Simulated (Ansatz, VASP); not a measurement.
# Ni in VASP and in Ansatz

```
Ni
1.0
     0.00000    1.77540    1.77540
     3.55080    0.00000    3.55080
     1.77540    1.77540    0.00000
Ni
2
Direct
  0.00000 0.00000 0.00000
  0.00000 0.50000 0.00000
```

Alike in both runs: task single point; functional PBE; k mesh 14 × 7 × 14; occupations fermi-dirac, width 0.1 eV; collinear spin.

```csv
,VASP,Ansatz
version,VASP 6.6.1,Ansatz 0.2.0
potentials or method,"VASP PAW PBE potentials, release 64 (Ni), cutoff 520 eV","PAW, plane waves, scalar-relativistic"
valence electrons in the cell,20,36
```

VASP gave:

| Quantity | Value |
| --- | --- |
| pressure (GPa) | -4.7 |
| net moment per atom (μB) | 0.61 |
| size of the moment on the site where the two differ most (μB) | 0.62 |

**Question.** Which values does Ansatz return?

**Answer.** Pressure (GPa): -4.7; net moment per atom (μB): 0.63; size of the moment on the site where the two differ most (μB): 0.67.

Site moments also hang on the region over which each program counts them. VASP's potentials hold 20 valence electrons a cell and Ansatz's 36, so a difference there can come from the potentials and not from the codes.
